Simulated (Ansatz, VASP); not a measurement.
# WS2: VASP beside Ansatz

INCAR

```
SYSTEM = WS2
PREC = Accurate
ENCUT = 520
EDIFF = 1E-7
ISMEAR = 0
SIGMA = 0.05
LREAL = .False.
LASPH = .True.
NELM = 80
ALGO = Normal
ISIF = 2
LWAVE = .False.
LCHARG = .False.
LDIPOL = .True.
IDIPOL = 3
DIPOL = 0.5 0.5 0.394
GGA = PE
IVDW = 12
NBANDS = 35
```

KPOINTS

```
regular mesh
0
Gamma
  9 9 1
  0 0 0
```

POSCAR

```
WS2
1.0
    3.1595456682      0.0000000000      0.0000000000
   -1.5797728341      2.7362468131      0.0000000000
    0.0000000000      0.0000000000     23.8042574330
S W
4 2
Direct
    0.3333333333      0.6666666667      0.1890418137
    0.3333333333      0.6666666667      0.3214605092
    0.5000000000      1.0000000000      0.4659724735
    0.5000000000      1.0000000000      0.5983911690
    0.6666666667      0.3333333333      0.2552511584
    0.1666666667      1.3333333333      0.5321818182
```

Input for Ansatz:

```yaml
crystal:
  lattice:
    - [3.1595456682, 0.0, 0.0]
    - [-1.5797728341, 2.7362468131, 0.0]
    - [0.0, 0.0, 23.804257433]
  atoms:
    - { symbol: S, position: [0.3333333333, 0.6666666667, 0.1890418137] }
    - { symbol: W, position: [0.6666666667, 0.3333333333, 0.2552511584] }
    - { symbol: S, position: [0.3333333333, 0.6666666667, 0.3214605092] }
    - { symbol: S, position: [0.5, 1.0, 0.4659724735] }
    - { symbol: W, position: [0.1666666667, 1.3333333333, 0.5321818182] }
    - { symbol: S, position: [0.5, 1.0, 0.598391169] }
basis:
  ecutwfc: 420
kpoints:
  mp_grid: { grid: [9, 9, 1] }
hamiltonian:
  xc: pbe
  pseudopotentials: { kind: paw, azcp: { folder: soft_1 } }
  dispersion: d3bj
scf:
  occupations: { method: gaussian, width: 0.05 }
output:
  forces: true
  eigenvalues: true
efield:
  axis: 3
  dipole_correction: true
  ramp_width: 0.04
```

Alike in both runs: task single point; functional PBE; dispersion D3(BJ); k mesh 9 × 9 × 1; occupations gaussian, width 0.05 eV; no spin polarisation.

```csv
,VASP,Ansatz
version,VASP 6.6.1,Ansatz 0.2.0
potentials or method,"VASP PAW PBE potentials, release 64 (S, W_sv), cutoff 520 eV","scalar-relativistic, plane waves, PAW"
valence electrons in the cell,52,52
```

Ansatz gave:

| Quantity | Value |
| --- | --- |
| gap on the k mesh at the Fermi level (eV) | 1.72 |
| least direct gap on the mesh (eV) | 1.90 |
| rms of the force components (eV/Å) | 0.018 |

Problem. What did VASP give for the same quantities?

Solution. gap on the k mesh at the Fermi level (eV): 1.74; least direct gap on the mesh (eV): 1.91; rms of the force components (eV/Å): 0.018.

Spin-orbit coupling is off throughout.
